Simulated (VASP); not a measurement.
**CeO2: single point with revPBE+D4**

The system is CeO2.

```
Ce O
1.0
     0.00000    2.67880    2.67880
     2.67880    0.00000    2.67880
     2.67880    2.67880    0.00000
Ce O
1 2
Direct
  0.00000 0.00000 0.00000
  0.25000 0.25000 0.25000
  0.75000 0.75000 0.75000
```

```json
{
  "Program": "VASP 6.6.1",
  "Task": "single point",
  "Functional": "revPBE",
  "Dispersion": "D4",
  "Potentials or basis": "VASP PAW PBE potentials, release 64 (Ce, O)",
  "Cutoff": "520 eV",
  "k mesh": "8 × 8 × 8",
  "Occupations": "gaussian, width 0.05 eV",
  "Spin": "no spin polarisation"
}
```

| Property | Result |
| --- | --- |
| Pressure | 7.9 GPa |
| Band gap on the k mesh | 2.05 eV (least direct gap 2.16 eV) |
| Dispersion energy per atom | -0.447 eV |

Levels at points of the mesh, in eV from the valence-band top:
| k point | band 9 | band 10 | band 11 | band 12 | band 13 | band 14 | band 15 | band 16 |
| --- | --- | --- | --- | --- | --- | --- | --- | --- |
| (0.00, 0.00, 0.00) | -4.05 | -0.67 | -0.67 | -0.67 | 2.40 | 2.40 | 2.40 | 2.67 |
| (0.50, 0.00, 0.00) | -1.28 | -1.24 | -0.82 | -0.82 | 2.05 | 2.24 | 2.24 | 2.41 |
| (0.50, 0.50, 0.00) | -1.18 | -0.87 | -0.87 | -0.69 | 2.08 | 2.19 | 2.19 | 2.38 |

It took 59 s on 1 thread of AMD EPYC 7R13 (shared host), peak memory 0.15 GiB.

Caveat: the cell stands under pressure; the PAW data sets were made with another functional, which shifts forces and pressure a little; spin-orbit coupling is left out, which moves the levels of the heavy elements; semilocal functionals describe open f shells poorly, which spoils levels, moments and volumes. A k mesh can miss the band edges.
